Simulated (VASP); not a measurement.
# Sn (I4/mmm) in VASP: single point with PBEsol+D3(BJ)

Aim: the single point of Sn with PBEsol+D3(BJ).

All numbers are computed with VASP 6.6.1; they aren't measurements. Logs are shortened: lines on timing, memory, paths and dates and some standing lists are left out, and cuts for length are marked.

## Step 1: The cell of the first run

The structure is tetragonal, space group I4/mmm (No. 139). Conventional cell: a = 4.374 Å, b = 4.374 Å, c = 2.843 Å, α = 90.00°, β = 90.00°, γ = 90.00°. Sn (site symmetry 4/mmm) has 10 Sn at 2.84 to 3.40 Å within 3.7 Å.

## Step 2: Single point, PBEsol+D3(BJ)

INCAR

```
SYSTEM = Sn
  PREC = Accurate
  ENCUT = 520
  EDIFF = 1E-6
  ISMEAR = 0
  SIGMA = 0.15
  LREAL = .FALSE.
  LASPH = .TRUE.
  NELM = 80
  ALGO = Fast
  ISIF = 2
  LWAVE = .FALSE.
  LCHARG = .FALSE.
  GGA = PS
  IVDW = 12
  NBANDS = 13
```

KPOINTS

```
regular mesh
0
G
  20 20 20
  0 0 0
```

POSCAR

```
Sn
1.0
   -2.1872157555      2.1872157555      1.4216902411
    2.1872157555     -2.1872157555      1.4216902411
    2.1872157555      2.1872157555     -1.4216902411
Sn
1
Direct
    0.0000000000      0.0000000000      0.0000000000
```

Potentials or basis: VASP PAW PBE potentials, release 64 (Sn_d).

On the command line:

```sh
$ cat potpaw_PBE.64/Sn_d/POTCAR > POTCAR
$ mpirun -np 1 vasp_std > vasp.out
```

OUTCAR:

```text
SYSTEM = Sn
   PREC = Accurate
   ENCUT = 520
   EDIFF = 1E-6
   ISMEAR = 0
   LREAL = .FALSE.
   LASPH = .TRUE.
   NELM = 80
   ISIF = 2
   GGA = PS
   IVDW = 12
 IVDW          = 12

 ion  position               nearest neighbor table
   1  0.000  0.000  0.000-

  LATTYP: Found a body centered tetragonal cell.
 ALAT       =     4.3744315110
 C/A-ratio  =     0.6500000000

  Lattice vectors:

 A1 = (  -2.1872157555,   2.1872157555,   1.4216902411)
 A2 = (   2.1872157555,  -2.1872157555,   1.4216902411)
 A3 = (   2.1872157555,   2.1872157555,  -1.4216902411)

Analysis of symmetry for initial positions (statically):
=====================================================================
 Subroutine PRICEL returns:
 Original cell was already a primitive cell.

 Routine SETGRP: Setting up the symmetry group for a
 body centered tetragonal supercell.

 Subroutine GETGRP returns: Found 16 space group operations
 (whereof 16 operations were pure point group operations)
 out of a pool of 16 trial point group operations.

The static configuration has the point symmetry D_4h.

Analysis of symmetry for dynamics (positions and initial velocities):
=====================================================================
 Subroutine PRICEL returns:
 Original cell was already a primitive cell.

 Routine SETGRP: Setting up the symmetry group for a
 body centered tetragonal supercell.

 Subroutine GETGRP returns: Found 16 space group operations
 (whereof 16 operations were pure point group operations)
 out of a pool of 16 trial point group operations.

The dynamic configuration has the point symmetry D_4h.

 Subroutine INISYM returns: Found 16 space group operations
 (whereof 16 operations are pure point group operations),
 and found     1 'primitive' translations

----------------------------------------------------------------------------------------

                                     Primitive cell

  volume of cell :      27.2050

  direct lattice vectors                    reciprocal lattice vectors
    -2.187215756  2.187215756  1.421690241     0.000000000  0.228601133  0.351694051
     2.187215756 -2.187215756  1.421690241     0.228601133  0.000000000  0.351694051
     2.187215756  2.187215756 -1.421690241     0.228601133  0.228601133  0.000000000

  length of vectors
     3.404266245  3.404266245  3.404266245     0.419460586  0.419460586  0.323290823

  position of ions in fractional coordinates (direct lattice)
     0.000000000  0.000000000  0.000000000

  ion indices of the primitive-cell ions
   primitive index   ion index
[... 83 lines left out ...]
   PSTRESS=    0.0 pullay stress
   NELECT =      14.0000    total number of electrons
   NUPDOWN=      -1.0000    fix difference up-down
   EMIN   =  10.00;   EMAX   =-10.00  energy-range for DOS
   EFERMI =   0.00;   METHOD = LEGACY
   ISMEAR =     0;   SIGMA  =   0.15  broadening in eV -4-tet -1-fermi 0-gaus
   EFERMI_NEDOS =   21; number of points for ismear=-14 and -15
   IALGO  =     68    algorithm
   IMIX   =      4    mixing-type and parameters
     AMIX     =   0.40;   BMIX     =  1.00
     AMIX_MAG =   1.60;   BMIX_MAG =  1.00
  volume/ion in A,a.u.               =      27.20       183.59
  Fermi-wavevector in a.u.,A,eV,Ry     =   1.311902  2.479136 23.416813  1.721087
  Thomas-Fermi vector in A             =   2.442332
   LORBIT       =      0    0 simple, 1 ext, 2 COOP (PROOUT), +10 PAW based schemes
   GGA     = PS    functional components
   LHFCALC =     F    Hartree Fock is set to
   AEXX    =    0.0000 exact exchange contribution
   IVDW    =    12    specifies the selected vdW correction
   LEPSILON=     F    determine dielectric tensor
   LRPA    =     F    only Hartree local field effects (RPA)
 non-spin polarized calculation
 RMM-DIIS sequential band-by-band and
 Gauss-broadening in eV      SIGMA  =   0.15
  energy-cutoff  :      520.00
  volume of cell :       27.20
 maximum number of plane-waves:       753
 NGX is ok and might be reduce to    28
   NGX = 13   NGY = 13   NGZ = 13

 number of electron      13.9999995 magnetization

 Free energy of the ion-electron system (eV)
  ---------------------------------------------------
  ext. energy  EPLUGINS =         0.00000000
  ---------------------------------------------------
  free energy    TOTEN  =        -4.06551235 eV

  energy without entropy =       -4.05919907  energy(sigma->0) =       -4.06235571

 E-fermi :   7.9506     XC(G=0): -10.4340

 val. band max:        7.9484379743   @ k =   0.2500   0.1500   0.1500
 cond. band min:       7.9514682237   @ k =  -0.2000   0.4000   0.2000
 fundamental gap:      0.0030302494
 Fermi energy:         7.9506049371

 k-point     1 :       0.0000    0.0000    0.0000
  band No.  band energies     occupation
      1     -13.8466      2.00000
      2     -13.6305      2.00000
      3     -13.4335      2.00000
      4     -13.4157      2.00000
      5     -13.4157      2.00000
      6      -3.4038      2.00000
      7      12.3234      0.00000
      8      12.3234      0.00000
      9      15.8491      0.00000
     10      16.4549      0.00000
     11      20.5383      0.00000
     12      23.1813      0.00000
     13      23.1813      0.00000
[... 354 lines left out ...]
  band No.  band energies     occupation
      1     -13.6085      2.00000
      2     -13.5681      2.00000
      3     -13.4583      2.00000
      4     -13.4567      2.00000
      5     -13.4315      2.00000
      6      -0.6440      2.00000
      7       9.6320      0.00000
      8      10.1691      0.00000
      9      11.4368      0.00000
     10      16.4205      0.00000
     11      17.6413      0.00000
     12      21.2404      0.00000
     13      21.9155      0.00000

 [... further k-points ...]

------------------------ aborting loop because EDIFF is reached ----------------------------------------

 Edisp (eV)   -0.38957

 E8    (eV) :    -0.2747

  FORCE on cell =-STRESS in cart. coord.  units (eV):
  Direction    XX          YY          ZZ          XY          YZ          ZX
  --------------------------------------------------------------------------------------
  -------------------------------------------------------------------------------------
  Total      -0.76157    -0.76157     1.79917     0.00000     0.00000     0.00000
  in kB     -44.85082   -44.85082   105.95830     0.00000     0.00000     0.00000
  external pressure =        5.42 kB  Pullay stress =        0.00 kB

 VOLUME and BASIS-vectors are now :
 -----------------------------------------------------------------------------
  energy-cutoff  :      520.00
  volume of cell :       27.20
      direct lattice vectors                 reciprocal lattice vectors
    -2.187215756  2.187215756  1.421690241     0.000000000  0.228601133  0.351694051
     2.187215756 -2.187215756  1.421690241     0.228601133  0.000000000  0.351694051
     2.187215756  2.187215756 -1.421690241     0.228601133  0.228601133  0.000000000

 POSITION                                       TOTAL-FORCE (eV/Angst)
 -----------------------------------------------------------------------------------
      0.00000      0.00000      0.00000         0.000000     -0.000000     -0.000000
 -----------------------------------------------------------------------------------
    total drift:                               -0.000000     -0.000000     -0.000000

  FREE ENERGIE OF THE ION-ELECTRON SYSTEM (eV)
  ---------------------------------------------------
  free  energy   TOTEN  =        -4.4550808621 eV

  energy  without entropy=       -4.4487675801  energy(sigma->0) =       -4.45192422
```

OSZICAR:

```text
N       E                     dE             d eps       ncg     rms          rms(c)
DAV:   1     0.804931649515E+02    0.80493E+02   -0.71728E+03 17143   0.160E+03
DAV:   2     0.157430052444E+01   -0.78919E+02   -0.76367E+02 17516   0.337E+02
DAV:   3    -0.397399496113E+01   -0.55483E+01   -0.55288E+01 20054   0.737E+01
DAV:   4    -0.408947556059E+01   -0.11548E+00   -0.11545E+00 20132   0.113E+01
DAV:   5    -0.409339685490E+01   -0.39213E-02   -0.39212E-02 21772   0.203E+00    0.167E+00
RMM:   6    -0.407299302124E+01    0.20404E-01   -0.13894E-02 21370   0.161E+00    0.941E-01
RMM:   7    -0.406559111337E+01    0.74019E-02   -0.12309E-02 21439   0.136E+00    0.110E-01
RMM:   8    -0.406546338430E+01    0.12773E-03   -0.17671E-03 23918   0.517E-01    0.323E-02
RMM:   9    -0.406550835586E+01   -0.44972E-04   -0.52260E-04 26416   0.213E-01    0.205E-02
RMM:  10    -0.406551059485E+01   -0.22390E-05   -0.62433E-05 23110   0.109E-01    0.524E-03
RMM:  11    -0.406551210592E+01   -0.15111E-05   -0.32387E-05 26293   0.565E-02    0.410E-03
RMM:  12    -0.406551235105E+01   -0.24513E-06   -0.43688E-06 19024   0.216E-02
   1 F= -.44550809E+01 E0= -.44519242E+01  d E =-.631328E-02
```

Wall time 2 min (1 thread of Intel Xeon 6975P-C (Granite Rapids), shared host); peak memory 0.33 GiB.

What came out:

```yaml
Free_energy: -4.4551 eV
Pressure: 0.5 GPa
Band_gap_on_the_k_mesh: zero (bands 7 and 8 overlap by 7.89 eV)
Dispersion_energy_per_atom: -0.390 eV
```

Stress tensor (GPa, compression positive):
```
-4.49  0.00  0.00
 0.00 -4.49  0.00
 0.00  0.00 10.60
```

Caveat: the stress differs along the axes, from -4 to 11 GPa; the PAW data sets were made with another functional, which shifts forces and pressure a little; spin-orbit coupling is left out, which moves the levels of the heavy elements.
